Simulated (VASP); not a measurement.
# Te (P3_121) in VASP: a series of runs

Te is run at these levels: PBE; tasks: electric field gradients.

All numbers are computed with VASP 6.6.1; they aren't measurements. Logs are shortened: lines on timing, memory, paths and dates and some standing lists are left out, and cuts for length are marked.

### 1 The cell of the first run

It takes space group P3_121 (No. 152, trigonal). Conventional cell: a = 4.367 Å, b = 4.367 Å, c = 5.804 Å, α = 90.00°, β = 90.00°, γ = 120.00°. Te (site symmetry 2) has 6 Te at 2.73 to 3.46 Å within 3.6 Å.

### 2 Electric field gradients, PBE (31.95 Å³/atom)

Contents of INCAR:

```
PREC = Accurate
ENCUT = 520
EDIFF = 1E-8
ISMEAR = -1
SIGMA = 0.08
LREAL = False
LASPH = True
NELM = 100
ALGO = Normal
ISIF = 2
LWAVE = False
LCHARG = False
GGA = PE
LEFG = True
NBANDS = 16
```

Contents of KPOINTS:

```
Automatic mesh
0
Gamma
  9 9 6
```

Contents of POSCAR:

```
Te
1.0
    4.3669943424      0.0000000000      0.0000000000
   -2.1834971712      3.7819280387      0.0000000000
    0.0000000000      0.0000000000      5.8040476941
Te
3
Direct
    0.7450000000      0.0000000000      0.3333333333
    0.0000000000      0.7450000000      0.6666666667
    0.2550000000      0.2550000000      0.0000000000
```

Potentials or basis: VASP PAW PBE potentials, release 64 (Te).

Launch:

```bash
$ cat potpaw_PBE.64/Te/POTCAR > POTCAR
$ mpirun -np 1 vasp_std > vasp.out
```

OUTCAR:

```text
PREC = Accurate
   ENCUT = 520
   EDIFF = 1E-8
   ISMEAR = -1
   LREAL = False
   LASPH = True
   NELM = 100
   ISIF = 2
   GGA = PE

 ion  position               nearest neighbor table
   1  0.745  0.000  0.333-   3 2.73   2 2.73   3 3.46   3 3.46   2 3.46   2 3.46
   2  0.000  0.745  0.667-   3 2.73   1 2.73   3 3.46   3 3.46   1 3.46   1 3.46
   3  0.255  0.255  0.000-   2 2.73   1 2.73   1 3.46   2 3.46   2 3.46   1 3.46

  LATTYP: Found a hexagonal cell.
 ALAT       =     4.3669943424
 C/A-ratio  =     1.3290714938

  Lattice vectors:

 A1 = (   4.3669943424,   0.0000000000,   0.0000000000)
 A2 = (  -2.1834971712,   3.7819280387,   0.0000000000)
 A3 = (   0.0000000000,   0.0000000000,   5.8040476941)

Analysis of symmetry for initial positions (statically):
=====================================================================
 Subroutine PRICEL returns:
 Original cell was already a primitive cell.

 Routine SETGRP: Setting up the symmetry group for a
 hexagonal supercell.

 Subroutine GETGRP returns: Found  6 space group operations
 (whereof  2 operations were pure point group operations)
 out of a pool of 24 trial point group operations.

The static configuration has the point symmetry C_2 .
 The point group associated with its full space group is D_3 .

Analysis of symmetry for dynamics (positions and initial velocities):
=====================================================================
 Subroutine PRICEL returns:
 Original cell was already a primitive cell.

 Routine SETGRP: Setting up the symmetry group for a
 hexagonal supercell.

 Subroutine GETGRP returns: Found  6 space group operations
 (whereof  2 operations were pure point group operations)
 out of a pool of 24 trial point group operations.

The dynamic configuration has the point symmetry C_2 .
 The point group associated with its full space group is D_3 .

 Subroutine INISYM returns: Found  6 space group operations
 (whereof  2 operations are pure point group operations),
 and found     1 'primitive' translations

----------------------------------------------------------------------------------------

                                     Primitive cell

  volume of cell :      95.8577

  direct lattice vectors                    reciprocal lattice vectors
     4.366994342  0.000000000  0.000000000     0.228990450  0.132207698  0.000000000
    -2.183497171  3.781928039  0.000000000     0.000000000  0.264415396  0.000000000
     0.000000000  0.000000000  5.804047694     0.000000000  0.000000000  0.172293553

  length of vectors
     4.366994342  4.366994342  5.804047694     0.264415396  0.264415396  0.172293553

  position of ions in fractional coordinates (direct lattice)
     0.745000000  0.000000000  0.333333333
     0.000000000  0.745000000  0.666666667
     0.255000000  0.255000000  0.000000000

  ion indices of the primitive-cell ions
   primitive index   ion index
                 1           1
                 2           2
                 3           3

----------------------------------------------------------------------------------------

 KPOINTS: Automatic mesh

Automatic generation of k-mesh.
 Grid dimensions read from file:
 generate k-points for:    9    9    6

 Generating k-lattice:

  Cartesian coordinates                     Fractional coordinates (reciprocal lattice)
     0.025443383  0.014689744  0.000000000     0.111111111  0.000000000  0.000000000
     0.000000000  0.029379488  0.000000000     0.000000000  0.111111111  0.000000000
     0.000000000  0.000000000  0.028715592     0.000000000  0.000000000  0.166666667

  Length of vectors
     0.029379488  0.029379488  0.028715592

  Shift w.r.t. Gamma in fractional coordinates (k-lattice)
     0.000000000  0.000000000  0.000000000

 Subroutine IBZKPT returns following result:
 ===========================================

 Found     62 irreducible k-points:

 Following reciprocal coordinates:
            Coordinates               Weight
  0.000000  0.000000  0.000000      1.000000
  0.111111  0.000000  0.000000      6.000000
  0.222222  0.000000  0.000000      6.000000
  0.333333  0.000000  0.000000      6.000000
  0.444444  0.000000  0.000000      6.000000
  0.111111  0.111111  0.000000      6.000000
[... 16 lines left out ...]
  0.222222  0.111111  0.166667     12.000000
 -0.111111  0.333333  0.166667     12.000000
 [... further k-points ...]
   k-points           NKPTS =     62   k-points in BZ     NKDIM =     62   number of bands    NBANDS=     16
   number of dos      NEDOS =    301   number of ions     NIONS =      3
   total plane-waves  NPLWV =  49152
   dimension x,y,z NGX =    32 NGY =   32 NGZ =   48
   dimension x,y,z NGXF=    64 NGYF=   64 NGZF=   96
   ions per type =               3
   NGX,Y,Z   is equivalent  to a cutoff of  12.18, 12.18, 13.75 a.u.
   NGXF,Y,Z  is equivalent  to a cutoff of  24.36, 24.36, 27.50 a.u.
 SYSTEM =  unknown system
   PREC   = accura    normal or accurate (medium, high low for compatibility)
   ISTART =      0    job   : 0-new  1-cont  2-samecut
   ICHARG =      2    charge: 1-file 2-atom 10-const
   ISPIN  =      1    spin polarized calculation?
   LNONCOLLINEAR =      F non collinear calculations
   LSORBIT =      F    spin-orbit coupling
   LASPH  =      T    aspherical Exc in radial PAW
   ENCUT  =  520.0 eV  38.22 Ry    6.18 a.u.   8.12  8.12 10.79*2*pi/ulx,y,z
   NELM   =    100;   NELMIN=  2; NELMDL= -5     # of ELM steps
   EDIFF  = 0.1E-07   stopping-criterion for ELM
   LREAL  =      F    real-space projection
   EDIFFG = 0.1E-06   stopping-criterion for IOM
   NSW    =      0    number of steps for IOM
   IBRION =     -1    ionic relax: 0-MD 1-quasi-New 2-CG
   NFREE  =      0    steps in history (QN), initial steepest desc. (CG)
   ISIF   =      2    stress and relaxation
   ISYM   =      2    0-nonsym 1-usesym 2-fastsym
   POTIM  = 0.5000    time-step for ionic-motion
   TEBEG  =    0.0;   TEEND  =   0.0 temperature during run
   PSTRESS=    0.0 pullay stress
   NELECT =      18.0000    total number of electrons
   NUPDOWN=      -1.0000    fix difference up-down
   EMIN   =  10.00;   EMAX   =-10.00  energy-range for DOS
   EFERMI =   0.00;   METHOD = LEGACY
   ISMEAR =    -1;   SIGMA  =   0.08  broadening in eV -4-tet -1-fermi 0-gaus
   EFERMI_NEDOS =   21; number of points for ismear=-14 and -15
   IALGO  =     38    algorithm
   IMIX   =      4    mixing-type and parameters
     AMIX     =   0.40;   BMIX     =  1.00
     AMIX_MAG =   1.60;   BMIX_MAG =  1.00
  volume/ion in A,a.u.               =      31.95       215.63
  Fermi-wavevector in a.u.,A,eV,Ry     =   0.937469  1.771559 11.957443  0.878847
  Thomas-Fermi vector in A             =   2.064583
   LORBIT       =      0    0 simple, 1 ext, 2 COOP (PROOUT), +10 PAW based schemes
   GGA     = PE    functional components
   LHFCALC =     F    Hartree Fock is set to
   AEXX    =    0.0000 exact exchange contribution
   IVDW    =     0    specifies the selected vdW correction
   LEPSILON=     F    determine dielectric tensor
   LRPA    =     F    only Hartree local field effects (RPA)
 non-spin polarized calculation
  energy-cutoff  :      520.00
  volume of cell :       95.86
 maximum number of plane-waves:      2600
   NGX = 17   NGY = 17   NGZ = 21

 number of electron      18.0000000 magnetization

 Free energy of the ion-electron system (eV)
  ---------------------------------------------------
  ext. energy  EPLUGINS =         0.00000000
  ---------------------------------------------------
  free energy    TOTEN  =        -9.15546146 eV

  energy without entropy =       -9.15351037  energy(sigma->0) =       -9.15448591

 E-fermi :   6.8769     XC(G=0):  -9.3070

 val. band max:        6.8730732331   @ k =   0.3333   0.3333   0.5000
 cond. band min:       7.2972062274   @ k =   0.0000   0.0000   0.5000
 fundamental gap:      0.4241329943
 Fermi energy:         6.8768809801

 k-point     1 :       0.0000    0.0000    0.0000
  band No.  band energies     occupation
      1      -7.5328      2.00000
      2      -3.8279      2.00000
      3      -3.8279      2.00000
      4       3.3423      2.00000
      5       3.7611      2.00000
      6       3.7611      2.00000
[... 433 lines left out ...]
      3      -3.1609      2.00000
      4       1.7484      2.00000
      5       2.2392      2.00000
      6       3.3933      2.00000
[... 8 lines left out ...]
     15      13.1981      0.00000
     16      13.7000      0.00000

 [... further k-points ...]

------------------------ aborting loop because EDIFF is reached ----------------------------------------

  FORCE on cell =-STRESS in cart. coord.  units (eV):
  Direction    XX          YY          ZZ          XY          YZ          ZX
  --------------------------------------------------------------------------------------
  -------------------------------------------------------------------------------------
  Total        3.6447059      3.6447059      5.6023931      0.0000000     -0.0000000      0.0000000
  in kB       60.9180800     60.9180800     93.6391148      0.0000000     -0.0000000      0.0000000
  external PRESSURE =      71.8250916 kB  Pullay stress =       0.0000000 kB

 VOLUME and BASIS-vectors are now :
 -----------------------------------------------------------------------------
  energy-cutoff  :      520.00
  volume of cell :       95.86
      direct lattice vectors                 reciprocal lattice vectors
     4.366994342  0.000000000  0.000000000     0.228990450  0.132207698  0.000000000
    -2.183497171  3.781928039  0.000000000     0.000000000  0.264415396  0.000000000
     0.000000000  0.000000000  5.804047694     0.000000000  0.000000000  0.172293553

 POSITION                                       TOTAL-FORCE (eV/Angst)
 -----------------------------------------------------------------------------------
      3.25341      0.00000      1.93468        -1.124906     -0.000000     -0.000000
     -1.62671      2.81754      3.86937         0.562453     -0.974197      0.000000
      0.55679      0.96439      0.00000         0.562453      0.974197     -0.000000
 -----------------------------------------------------------------------------------
    total drift:                               -0.000000     -0.000000      0.000000

  FREE ENERGIE OF THE ION-ELECTRON SYSTEM (eV)
  ---------------------------------------------------
  free  energy   TOTEN  =        -9.1554614606 eV

  energy  without entropy=       -9.1535103677  energy(sigma->0) =       -9.15448591

 Electric field gradients (V/A^2)
---------------------------------------------------------------------
 ion       V_xx      V_yy      V_zz      V_xy      V_xz      V_yz
---------------------------------------------------------------------
   1     165.411  -397.302   231.890    -0.000    -0.000  -333.674
   2    -256.623    24.733   231.890  -243.662   288.970   166.837
   3    -256.623    24.733   231.890   243.662  -288.970   166.837
---------------------------------------------------------------------

 Electric field gradients after diagonalization (V/A^2)
 (convention: |V_zz| > |V_xx| > |V_yy|)
----------------------------------------------------------------------
 ion       V_xx      V_yy      V_zz     asymmetry (V_yy - V_xx)/ V_zz
----------------------------------------------------------------------
   1     375.889   165.411  -541.300       0.389
   2     375.889   165.411  -541.300       0.389
   3     375.888   165.412  -541.300       0.389
----------------------------------------------------------------------

           NMR quadrupolar parameters

 Cq : quadrupolar parameter    Cq=e*Q*V_zz/h
 eta: asymmetry parameters     (V_yy - V_xx)/ V_zz
 Q  : nuclear electric quadrupole moment in mb (millibarn)
----------------------------------------------------------------------
 ion       Cq(MHz)       eta       Q (mb)
----------------------------------------------------------------------
   1      -1.309       0.389       1.000
   2      -1.309       0.389       1.000
   3      -1.309       0.389       1.000
----------------------------------------------------------------------
```

Run time: 36 s. Hardware: 1 thread of Intel Xeon 6975P-C (Granite Rapids), shared host; peak memory 0.25 GiB.

What came out:

```yaml
Free_energy: -9.1555 eV
Pressure: 7.2 GPa
Largest_force: 1.125 eV/Å
Band_gap_on_the_k_mesh: 0.13 eV
Largest_electric_field_gradient_by_atom: Te -541.3 V/Å²
```

Forces in eV/Å, atoms in the order of the input:
```
Te  -1.125  0.000  0.000
Te   0.562 -0.974  0.000
Te   0.562  0.974  0.000
```

Stress tensor (GPa, compression positive):
```
6.09 0.00 0.00
0.00 6.09 0.00
0.00 0.00 9.36
```

Electric field gradients, principal values (V/Å²):
| atom | least | middle | greatest (by size) |
| --- | --- | --- | --- |
| 1 Te | 165.411 | 375.889 | -541.300 |
| 2 Te | 165.411 | 375.889 | -541.300 |
| 3 Te | 165.412 | 375.888 | -541.300 |

Caveat: the cell stands under pressure; without QUAD_EFG the Cq values of the log hold for a quadrupole moment of 1 mb, not for the nuclei; spin-orbit coupling is left out, which moves the levels of the heavy elements; forces of over 1 eV/Å act on the atoms, so gaps and moduli don't describe the material at rest.

### 3 Electric field gradients, PBE (33.31 Å³/atom)

This run uses another cell than the first one, of 33.31 Å³/atom.

Contents of INCAR:

```
SYSTEM = Te
ALGO     = Normal         ! electronic algorithm
EDIFF    = 1E-8           ! SCF threshold, eV
ENCUT    = 520            ! plane-wave cutoff, eV
GGA      = PE             ! functional
ISIF     = 2              ! what is computed and relaxed
ISMEAR   = -1             ! smearing method
LASPH    = .TRUE.         ! aspherical terms in the spheres
LCHARG   = .FALSE.        ! write CHGCAR
LEFG     = .TRUE.       
LREAL    = .FALSE.        ! projectors in reciprocal space
LWAVE    = .FALSE.        ! write WAVECAR
NBANDS   = 16             ! bands
NELM     = 80             ! most SCF steps
PREC     = Accurate       ! precision mode
SIGMA    = 0.08           ! smearing width, eV
```

Contents of KPOINTS:

```
k-points
0
G
  9 9 6
  0 0 0
```

Contents of POSCAR:

```
Te
1.0
    4.4280790977      0.0000000000      0.0000000000
   -2.2140395489      3.8348289886      0.0000000000
    0.0000000000      0.0000000000      5.8852337012
Te
3
Direct
    0.7450000000      0.0000000000      0.3333333333
    0.0000000000      0.7450000000      0.6666666667
    0.2550000000      0.2550000000      0.0000000000
```

Potentials or basis: VASP PAW PBE potentials, release 64 (Te).

Launch:

```bash
$ cat potpaw_PBE.64/Te/POTCAR > POTCAR
$ mpirun -np 1 vasp_std > vasp.out
```

OUTCAR:

```text
SYSTEM = Te
   EDIFF = 1E-8
   ENCUT = 520
   GGA = PE
   ISIF = 2
   ISMEAR = -1
   LASPH = .TRUE.
   LREAL = .FALSE.
   NELM = 80
   PREC = Accurate

 ion  position               nearest neighbor table
   1  0.745  0.000  0.333-   3 2.77   2 2.77   3 3.50   3 3.50   2 3.50   2 3.50
   2  0.000  0.745  0.667-   3 2.77   1 2.77   3 3.50   3 3.50   1 3.50   1 3.50
   3  0.255  0.255  0.000-   1 2.77   2 2.77   2 3.50   1 3.50   1 3.50   2 3.50

  LATTYP: Found a hexagonal cell.
 ALAT       =     4.4280790977
[... 681 lines left out ...]

  energy  without entropy=       -9.2992915559  energy(sigma->0) =       -9.30030825

 Electric field gradients (V/A^2)
---------------------------------------------------------------------
 ion       V_xx      V_yy      V_zz      V_xy      V_xz      V_yz
---------------------------------------------------------------------
   1     174.483  -407.624   233.141    -0.000    -0.000  -342.413
   2    -262.097    28.956   233.141  -252.060   296.538   171.206
   3    -262.097    28.957   233.140   252.060  -296.538   171.206
---------------------------------------------------------------------

 Electric field gradients after diagonalization (V/A^2)
 (convention: |V_zz| > |V_xx| > |V_yy|)
----------------------------------------------------------------------
 ion       V_xx      V_yy      V_zz     asymmetry (V_yy - V_xx)/ V_zz
----------------------------------------------------------------------
   1     381.684   174.483  -556.167       0.373
   2     381.684   174.483  -556.167       0.373
   3     381.684   174.483  -556.167       0.373
----------------------------------------------------------------------

           NMR quadrupolar parameters

 Cq : quadrupolar parameter    Cq=e*Q*V_zz/h
 eta: asymmetry parameters     (V_yy - V_xx)/ V_zz
 Q  : nuclear electric quadrupole moment in mb (millibarn)
----------------------------------------------------------------------
 ion       Cq(MHz)       eta       Q (mb)
----------------------------------------------------------------------
   1      -1.345       0.373       1.000
   2      -1.345       0.373       1.000
   3      -1.345       0.373       1.000
----------------------------------------------------------------------
```

OSZICAR:

```text
N       E                     dE             d eps       ncg     rms          rms(c)
DAV:   1     0.728885068882E+02    0.72889E+02   -0.64571E+03  1984   0.896E+02
DAV:   2    -0.467026815323E+01   -0.77559E+02   -0.73683E+02  2680   0.137E+02
DAV:   3    -0.924374769025E+01   -0.45735E+01   -0.45504E+01  2328   0.370E+01
DAV:   4    -0.932518779583E+01   -0.81440E-01   -0.81426E-01  3000   0.570E+00
DAV:   5    -0.932654006931E+01   -0.13523E-02   -0.13523E-02  2576   0.638E-01    0.132E+01
DAV:   6    -0.930572268442E+01    0.20817E-01   -0.20171E-02  2520   0.845E-01    0.842E+00
DAV:   7    -0.930213438019E+01    0.35883E-02   -0.43739E-02  2376   0.125E+00    0.329E-01
DAV:   8    -0.930124530503E+01    0.88908E-03   -0.80066E-03  2256   0.502E-01    0.199E-01
DAV:   9    -0.930128145424E+01   -0.36149E-04   -0.25833E-04  2952   0.993E-02    0.115E-01
DAV:  10    -0.930132833342E+01   -0.46879E-04   -0.42314E-05  2480   0.411E-02    0.175E-02
DAV:  11    -0.930132452560E+01    0.38078E-05   -0.17826E-05  2536   0.254E-02    0.182E-02
DAV:  12    -0.930132488558E+01   -0.35998E-06   -0.19476E-06  2672   0.773E-03    0.301E-03
DAV:  13    -0.930132494313E+01   -0.57550E-07   -0.42790E-07  2480   0.380E-03    0.989E-04
DAV:  14    -0.930132493087E+01    0.12255E-07   -0.11248E-08  2280   0.663E-04    0.115E-03
DAV:  15    -0.930132493743E+01   -0.65634E-08   -0.48860E-09  1824   0.450E-04
   1 F= -.93013249E+01 E0= -.93003082E+01  d E =-.203338E-02
```

It took 54 s on 1 thread of Intel Xeon 6975P-C (Granite Rapids), shared host; peak memory 0.27 GiB.

What came out:

```
Free energy                             : -9.3013 eV
Pressure                                : 4.4 GPa
Largest force                           : 0.787 eV/Å
Band gap on the k mesh                  : 0.14 eV
Largest electric field gradient by atom : Te -556.2 V/Å²
```

Forces on the atoms (eV/Å):
```
Te  -0.787  0.000  0.000
Te   0.394 -0.682  0.000
Te   0.394  0.682  0.000
```

Levels at points of the mesh, in eV from the valence-band top:
```tsv
k point	band 6	band 7	band 8	band 9	band 10	band 11	band 12	band 13
(0.00, 0.00, 0.00)	-2.90	-1.70	-1.70	-0.65	1.11	1.11	1.79	4.85
(0.00, 0.00, 0.50)	-2.73	-1.42	-1.14	-1.14	0.61	0.78	0.78	3.96
```

Electric field gradients, principal values (V/Å²):
| atom | least | middle | greatest (by size) |
| --- | --- | --- | --- |
| 1 Te | 174.483 | 381.684 | -556.167 |
| 2 Te | 174.483 | 381.684 | -556.167 |
| 3 Te | 174.483 | 381.684 | -556.167 |

Caveat: the cell stands under pressure; without QUAD_EFG the Cq values of the log hold for a quadrupole moment of 1 mb, not for the nuclei; spin-orbit coupling is left out, which moves the levels of the heavy elements. A k mesh can miss the band edges.

(Part 1 of 3 ends here.)

The gap in the log of VASP goes by the Fermi energy; the results here count the filled bands.